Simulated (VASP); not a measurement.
# Ta2N (P-1) in VASP: a series of runs

The runs below take Ta2N through single point, with LDA.

Program: VASP 6.6.1. These are calculated values, not measurements. Logs are shortened: lines on timing, memory, paths and dates and some standing lists are left out, and cuts for length are marked.

### 1 The cell of the first run

The typed cell holds 3 atoms: a = 3.065 Å, b = 3.186 Å, c = 5.011 Å, α = 90.00°, β = 90.00°, γ = 123.96°.

### 2 Single point, LDA (engineering shear strain xy -0.0933, normal strain along z +0.0467)

Contents of INCAR:

```
SYSTEM = Ta2N
  PREC = Accurate
  ENCUT = 520
  EDIFF = 1E-6
  ISMEAR = 0
  SIGMA = 0.15
  LREAL = .FALSE.
  LASPH = .TRUE.
  NELM = 80
  ALGO = Normal
  ISIF = 2
  LWAVE = .FALSE.
  LCHARG = .FALSE.
  NBANDS = 20
```

Contents of KPOINTS:

```
regular mesh
0
G
  15 15 8
  0 0 0
```

Contents of POSCAR:

```
Ta2N
1.0
    3.0618406011     -0.1428348640      0.0000000000
   -1.6546189214      2.7230491749      0.0000000000
    0.0000000000      0.0000000000      5.0107231719
Ta N
2 1
Direct
    0.6666666667      0.3333333333      0.7466885012
    0.3333333333      0.6666666667      0.2533114988
    0.0000000000      0.0000000000      0.0000000000
```

Potentials or basis: VASP PAW LDA potentials, release 64 (Ta_pv, N).

Command:

```console
> cat potpaw_LDA.64/Ta_pv/POTCAR potpaw_LDA.64/N/POTCAR > POTCAR
> mpirun -np 1 vasp_std > vasp.out
```

OUTCAR:

```text
SYSTEM = Ta2N
   PREC = Accurate
   ENCUT = 520
   EDIFF = 1E-6
   ISMEAR = 0
   LREAL = .FALSE.
   LASPH = .TRUE.
   NELM = 80
   ISIF = 2

 ion  position               nearest neighbor table
   1  0.667  0.333  0.747-   3 2.12   3 2.18   3 2.24   2 3.00   2 3.04   2 3.05   2 3.08   2 3.09
                             2 3.14
   2  0.333  0.667  0.253-   3 2.12   3 2.18   3 2.24   1 3.00   1 3.04   1 3.05   1 3.08   1 3.09
                             1 3.14
   3  0.000  0.000  0.000-   1 2.12   2 2.12   1 2.18   2 2.18   1 2.24   2 2.24

  LATTYP: Found a simple monoclinic cell.
 ALAT       =     2.9390098241
 B/A-ratio  =     1.7049018111
 C/A-ratio  =     1.0429262225
 COS(beta)  =    -0.4373774840

  Lattice vectors:

 A1 = (   1.4072216797,   2.5802143109,   0.0000000000)
 A2 = (   0.0000000000,   0.0000000000,  -5.0107231719)
 A3 = (  -3.0618406011,   0.1428348640,   0.0000000000)

Analysis of symmetry for initial positions (statically):
=====================================================================
 Subroutine PRICEL returns:
 Original cell was already a primitive cell.

 Routine SETGRP: Setting up the symmetry group for a
 simple monoclinic supercell.

 Subroutine GETGRP returns: Found  2 space group operations
 (whereof  2 operations were pure point group operations)
 out of a pool of  4 trial point group operations.

The static configuration has the point symmetry S_2 .

Analysis of symmetry for dynamics (positions and initial velocities):
=====================================================================
 Subroutine PRICEL returns:
 Original cell was already a primitive cell.

 Routine SETGRP: Setting up the symmetry group for a
 simple monoclinic supercell.

 Subroutine GETGRP returns: Found  2 space group operations
 (whereof  2 operations were pure point group operations)
 out of a pool of  4 trial point group operations.

The dynamic configuration has the point symmetry S_2 .

 Subroutine INISYM returns: Found  2 space group operations
 (whereof  2 operations are pure point group operations),
 and found     1 'primitive' translations

----------------------------------------------------------------------------------------

                                     Primitive cell

  volume of cell :      40.5929

  direct lattice vectors                    reciprocal lattice vectors
     3.061840601 -0.142834864  0.000000000     0.336128896  0.204243550  0.000000000
    -1.654618921  2.723049175  0.000000000     0.017631310  0.377948775  0.000000000
     0.000000000  0.000000000  5.010723172     0.000000000  0.000000000  0.199571991

  length of vectors
     3.065170414  3.186339684  5.010723172     0.393316745  0.378359802  0.199571991

  position of ions in fractional coordinates (direct lattice)
     0.666666667  0.333333333  0.746688501
     0.333333333  0.666666667  0.253311499
     0.000000000  0.000000000  0.000000000

  ion indices of the primitive-cell ions
   primitive index   ion index
                 1           1
                 2           2
                 3           3

----------------------------------------------------------------------------------------

 KPOINTS: regular mesh

Automatic generation of k-mesh.
 Grid dimensions read from file:
 generate k-points for:   15   15    8

 Generating k-lattice:

  Cartesian coordinates                     Fractional coordinates (reciprocal lattice)
     0.022408593  0.013616237  0.000000000     0.066666667  0.000000000  0.000000000
     0.001175421  0.025196585  0.000000000     0.000000000  0.066666667  0.000000000
     0.000000000  0.000000000  0.024946499     0.000000000  0.000000000  0.125000000

  Length of vectors
     0.026221116  0.025223987  0.024946499

  Shift w.r.t. Gamma in fractional coordinates (k-lattice)
     0.000000000  0.000000000  0.000000000

 Subroutine IBZKPT returns following result:
 ===========================================

 Found    901 irreducible k-points:

 Following reciprocal coordinates:
            Coordinates               Weight
  0.000000  0.000000  0.000000      1.000000
  0.066667  0.000000  0.000000      2.000000
  0.133333  0.000000  0.000000      2.000000
  0.200000  0.000000  0.000000      2.000000
  0.266667  0.000000  0.000000      2.000000
  0.333333  0.000000  0.000000      2.000000
[... 16 lines left out ...]
 -0.066667  0.066667  0.000000      2.000000
  0.000000  0.133333  0.000000      2.000000
 [... further k-points ...]
   k-points           NKPTS =    901   k-points in BZ     NKDIM =    901   number of bands    NBANDS=     20
   number of dos      NEDOS =    301   number of ions     NIONS =      3
   total plane-waves  NPLWV =  23040
   dimension x,y,z NGX =    24 NGY =   24 NGZ =   40
   dimension x,y,z NGXF=    48 NGYF=   48 NGZF=   80
   ions per type =               2   1
   NGX,Y,Z   is equivalent  to a cutoff of  13.02, 12.52, 13.27 a.u.
   NGXF,Y,Z  is equivalent  to a cutoff of  26.03, 25.04, 26.54 a.u.
 SYSTEM =  Ta2N
   PREC   = accura    normal or accurate (medium, high low for compatibility)
   ISTART =      0    job   : 0-new  1-cont  2-samecut
   ICHARG =      2    charge: 1-file 2-atom 10-const
   ISPIN  =      1    spin polarized calculation?
   LNONCOLLINEAR =      F non collinear calculations
   LSORBIT =      F    spin-orbit coupling
   LASPH  =      T    aspherical Exc in radial PAW
   ENCUT  =  520.0 eV  38.22 Ry    6.18 a.u.   5.70  5.92  9.32*2*pi/ulx,y,z
   NELM   =     80;   NELMIN=  2; NELMDL= -5     # of ELM steps
   EDIFF  = 0.1E-05   stopping-criterion for ELM
   LREAL  =      F    real-space projection
   EDIFFG = 0.1E-04   stopping-criterion for IOM
   NSW    =      0    number of steps for IOM
   IBRION =     -1    ionic relax: 0-MD 1-quasi-New 2-CG
   NFREE  =      0    steps in history (QN), initial steepest desc. (CG)
   ISIF   =      2    stress and relaxation
   ISYM   =      2    0-nonsym 1-usesym 2-fastsym
   POTIM  = 0.5000    time-step for ionic-motion
   TEBEG  =    0.0;   TEEND  =   0.0 temperature during run
   PSTRESS=    0.0 pullay stress
   NELECT =      27.0000    total number of electrons
   NUPDOWN=      -1.0000    fix difference up-down
   EMIN   =  10.00;   EMAX   =-10.00  energy-range for DOS
   EFERMI =   0.00;   METHOD = LEGACY
   ISMEAR =     0;   SIGMA  =   0.15  broadening in eV -4-tet -1-fermi 0-gaus
   EFERMI_NEDOS =   21; number of points for ismear=-14 and -15
   IALGO  =     38    algorithm
   IMIX   =      4    mixing-type and parameters
     AMIX     =   0.40;   BMIX     =  1.00
     AMIX_MAG =   1.60;   BMIX_MAG =  1.00
  volume/ion in A,a.u.               =      13.53        91.31
  Fermi-wavevector in a.u.,A,eV,Ry     =   1.429046  2.700505 27.785426  2.042171
  Thomas-Fermi vector in A             =   2.549042
   LORBIT       =      0    0 simple, 1 ext, 2 COOP (PROOUT), +10 PAW based schemes
   GGA     = CA    functional components
   LHFCALC =     F    Hartree Fock is set to
   AEXX    =    0.0000 exact exchange contribution
   IVDW    =     0    specifies the selected vdW correction
   LEPSILON=     F    determine dielectric tensor
   LRPA    =     F    only Hartree local field effects (RPA)
 non-spin polarized calculation
 Gauss-broadening in eV      SIGMA  =   0.15
  energy-cutoff  :      520.00
  volume of cell :       40.59
 maximum number of plane-waves:      1112
   NGX = 11   NGY = 11   NGZ = 19

 number of electron      27.0000003 magnetization

 Free energy of the ion-electron system (eV)
  ---------------------------------------------------
  ext. energy  EPLUGINS =         0.00000000
  ---------------------------------------------------
  free energy    TOTEN  =       -37.40969324 eV

  energy without entropy =      -37.39434210  energy(sigma->0) =      -37.40201767

 E-fermi :   7.3306     XC(G=0): -13.0776

 val. band max:        7.3300448767   @ k =  -0.1333   0.2667   0.5000
 cond. band min:       7.3311968487   @ k =   0.1333  -0.4667   0.3750
 fundamental gap:      0.0011519720
 Fermi energy:         7.3305606503

 k-point     1 :       0.0000    0.0000    0.0000
  band No.  band energies     occupation
      1     -28.1118      2.00000
      2     -27.3919      2.00000
      3     -27.2911      2.00000
      4     -27.2403      2.00000
      5     -27.1980      2.00000
      6     -27.1402      2.00000
[... 12 lines left out ...]
     19       9.1927      0.00000
     20      12.4794      0.00000

 k-point     2 :       0.0667    0.0000    0.0000
  band No.  band energies     occupation
      1     -28.0964      2.00000
      2     -27.4047      2.00000
      3     -27.3067      2.00000
      4     -27.2689      2.00000
      5     -27.2002      2.00000
      6     -27.1775      2.00000
[... 12 lines left out ...]
     19       9.2225      0.00000
     20      12.5646      0.00000

 k-point     3 :       0.1333    0.0000    0.0000
  band No.  band energies     occupation
      1     -28.0519      2.00000
      2     -27.4418      2.00000
      3     -27.3924      2.00000
      4     -27.3134      2.00000
      5     -27.2716      2.00000
      6     -27.2100      2.00000
[... 12 lines left out ...]
     19      10.1459      0.00000
     20      12.4594      0.00000

 k-point     4 :       0.2000    0.0000    0.0000
  band No.  band energies     occupation
      1     -27.9831      2.00000
      2     -27.5513      2.00000
      3     -27.4821      2.00000
      4     -27.4379      2.00000
      5     -27.3237      2.00000
      6     -27.2293      2.00000
[... 429 lines left out ...]
 k-point    23 :      -0.0667    0.0667    0.0000
  band No.  band energies     occupation
      1     -28.0997      2.00000
      2     -27.4186      2.00000
      3     -27.3172      2.00000
      4     -27.2486      2.00000
      5     -27.2022      2.00000
      6     -27.1435      2.00000
[... 12 lines left out ...]
     19       9.4251      0.00000
     20      12.3250      0.00000

 k-point    24 :       0.0000    0.1333    0.0000
  band No.  band energies     occupation
      1     -28.0576      2.00000
      2     -27.4505      2.00000
      3     -27.3805      2.00000
      4     -27.3168      2.00000
      5     -27.2286      2.00000
      6     -27.2103      2.00000
[... 12 lines left out ...]
     19      10.0784      0.00000
     20      12.2528      0.00000

 [... further k-points ...]

------------------------ aborting loop because EDIFF is reached ----------------------------------------

  FORCE on cell =-STRESS in cart. coord.  units (eV):
  Direction    XX          YY          ZZ          XY          YZ          ZX
  --------------------------------------------------------------------------------------
  -------------------------------------------------------------------------------------
  Total       -1.6555381     -1.6939323     -3.9391186      3.3385630     -0.0923312     -1.2722180
  in kB      -65.3430959    -66.8584918   -155.4746538    131.7710818     -3.6442566    -50.2136811
  external PRESSURE =     -95.8920805 kB  Pullay stress =       0.0000000 kB

 VOLUME and BASIS-vectors are now :
 -----------------------------------------------------------------------------
  energy-cutoff  :      520.00
  volume of cell :       40.59
      direct lattice vectors                 reciprocal lattice vectors
     3.061840601 -0.142834864  0.000000000     0.336128896  0.204243550  0.000000000
    -1.654618921  2.723049175  0.000000000     0.017631310  0.377948775  0.000000000
     0.000000000  0.000000000  5.010723172     0.000000000  0.000000000  0.199571991

 POSITION                                       TOTAL-FORCE (eV/Angst)
 -----------------------------------------------------------------------------------
      1.48969      0.81246      3.74145         0.166580     -0.012688     -0.266367
     -0.08247      1.76775      1.26927        -0.166580      0.012688      0.266367
      0.00000      0.00000      0.00000         0.000000      0.000000      0.000000
 -----------------------------------------------------------------------------------
    total drift:                                0.000000     -0.000000      0.000000

  FREE ENERGIE OF THE ION-ELECTRON SYSTEM (eV)
  ---------------------------------------------------
  free  energy   TOTEN  =       -37.4096932441 eV

  energy  without entropy=      -37.3943420992  energy(sigma->0) =      -37.40201767
```

It took 4.8 min on 1 thread of Intel Xeon Platinum 8488C (Sapphire Rapids), shared host; peak memory 0.68 GiB.

Results:

```
Free energy            : -37.4097 eV
Pressure               : -9.6 GPa
Largest force          : 0.314 eV/Å
Band gap on the k mesh : zero (an odd number of electrons rules out a gap without spin polarisation)
```

Forces in eV/Å, atoms in the order of the input:
```
Ta   0.167 -0.013 -0.266
Ta  -0.167  0.013  0.266
N    0.000  0.000  0.000
```

Stress tensor (GPa, compression positive):
```
 -6.53  13.18  -5.02
 13.18  -6.69  -0.36
 -5.02  -0.36 -15.55
```

Levels at points of the mesh, in eV from the Fermi level:
| k point | band 11 | band 12 | band 13 | band 14 | band 15 | band 16 |
| --- | --- | --- | --- | --- | --- | --- |
| (0.00, 0.00, 0.00) | -4.85 | -1.12 | -0.97 | 0.22 | 0.32 | 0.61 |
| (0.00, 0.00, 0.50) | -3.08 | -2.71 | -1.70 | -0.11 | 1.30 | 1.43 |

Caveat: the cell differs from its parent crystal (engineering shear strain xy -0.0933, normal strain along z +0.0467); the stress differs along the axes, from -16 to -7 GPa; spin-orbit coupling is left out, which moves the levels of the heavy elements.

[end of part 1 of 2]
